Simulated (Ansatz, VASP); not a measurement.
**Sr3CuH2 in VASP and in Ansatz**

INCAR

```
SYSTEM = Sr3CuH2
PREC     = Accurate       ! precision mode
ENCUT    = 600            ! plane-wave cutoff, eV
EDIFF    = 1E-6           ! SCF threshold, eV
ISMEAR   = 0              ! smearing method
SIGMA    = 0.1            ! smearing width, eV
LREAL    = .FALSE.        ! projectors in reciprocal space
LASPH    = .TRUE.         ! aspherical terms in the spheres
NELM     = 60             ! most SCF steps
ALGO     = Normal         ! electronic algorithm
ISIF     = 3              ! what is computed and relaxed
LWAVE    = .FALSE.        ! write WAVECAR
LCHARG   = .FALSE.        ! write CHGCAR
GGA      = PE             ! functional
IBRION   = 2              ! ionic algorithm
NSW      = 90             ! ionic steps
EDIFFG   = -0.04          ! ionic threshold
```

Contents of KPOINTS:

```
Automatic mesh
0
G
  3 3 6
  0 0 0
```

File POSCAR:

```
Sr3CuH2
1.0
    6.9560823123      0.0000000000      0.0000000000
   -3.4780411561      6.0241439932      0.0000000000
    0.0000000000      0.0000000000      3.5668970177
Sr Cu H
3 1 2
Direct
    0.5000000000      0.0000000000      0.0000000000
    0.0000000000      0.5000000000      0.0000000000
    0.5000000000      0.5000000000      0.0000000000
    0.0000000000      0.0000000000      0.0000000000
    0.3333333333      0.6666666667      0.5000000000
    0.6666666667      0.3333333333      0.5000000000
```

Input for Ansatz:

```yaml
crystal:
  lattice:
    - [6.9560823123, 0.0, 0.0]
    - [-3.4780411561, 6.0241439932, 0.0]
    - [0.0, 0.0, 3.5668970177]
  atoms:
    - { symbol: Sr, position: [0.5, 0.0, 0.0] }
    - { symbol: Sr, position: [0.0, 0.5, 0.0] }
    - { symbol: Sr, position: [0.5, 0.5, 0.0] }
    - { symbol: Cu, position: [0.0, 0.0, 0.0] }
    - { symbol: H, position: [0.3333333333, 0.6666666667, 0.5] }
    - { symbol: H, position: [0.6666666667, 0.3333333333, 0.5] }
basis:
  ecutwfc: 420
kpoints:
  mp_grid: { grid: [3, 3, 6] }
hamiltonian:
  xc: pbe
scf:
  occupations: { method: gaussian, width: 0.1 }
  lower_state_search: "off"
output:
  forces: true
  stress: true
  eigenvalues: true
relax:
  adjacent_minimum: "off"
  f_tol: 0.04
  max_steps: 70
  cell: { stress_tol: 0.4 }
```

Alike in both runs: task relaxation of cell and atoms; functional PBE; k mesh 3 × 3 × 6; occupations gaussian, width 0.1 eV; no spin polarisation.

|  | VASP | Ansatz |
| --- | --- | --- |
| version | VASP 6.6.1 | Ansatz 0.2.0 |
| potentials or method | VASP PAW PBE potentials, release 64 (Sr_sv, Cu, H), cutoff 600 eV | scalar-relativistic, plane waves, PAW |
| valence electrons in the cell | 43 | 51 |

```tsv
	VASP	Ansatz	Ansatz less VASP
gap on the k mesh at the Fermi level, each at its own relaxed structure (eV)	none	none	-
relaxed volume (Å³/atom)	25.53	25.41	-0.111
relaxed length of the cell vector where the two differ most in proportion (Å)	7.024	7.013	-0.0104
```

A gap of «none» marks a metal or a gap that the smearing closes. VASP's potentials hold 43 valence electrons a cell and Ansatz's 51, so a difference there can come from the potentials and not from the codes.
